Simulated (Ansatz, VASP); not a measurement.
**Two plane-wave programs on N**

```
N
1.0
     5.64900    0.00000    0.00000
     0.00000    5.64900    0.00000
     0.00000    0.00000    5.53602
N
4
Cartesian
  0.1695 0.1695 0.1661
  2.6550 5.4795 2.9341
  2.9940 2.6550 5.3699
  5.4795 2.9940 2.6019
```

Change from the starting cell: zz strain of -2 %, PAW files.

Alike in both runs: task electric field gradients; functional PBEsol; k mesh 4 × 4 × 4; occupations fermi-dirac, width 0.02 eV; no spin polarisation.

|  | VASP | Ansatz |
| --- | --- | --- |
| version | VASP 6.6.1 | Ansatz 0.2.0 |
| potentials or method | VASP PAW PBE potentials, release 64 (N) | PAW with Ansatz's default frozen-core files, scalar-relativistic |
| plane-wave cutoff (eV) | 520 | 420 |
| valence electrons in the cell | 20 | 20 |

|  | VASP | Ansatz | Ansatz less VASP |
| --- | --- | --- | --- |
| pressure (GPa) | -4.4 | -4.3 | +0.03 |
| traceless stress, the component that is largest in VASP (GPa) | -0.12 | -0.11 | +0.001 |
| rms of the force components (eV/Å) | 0.235 | 0.237 | +0.0013 |
| size of Vzz on the site where it differs most (V/Å²) | 6.2 | 6.2 | -0.04 |

VASP's potentials were made for PBE, not for PBEsol. Atom by atom the forces differ by 0.001 eV/Å (rms over components).
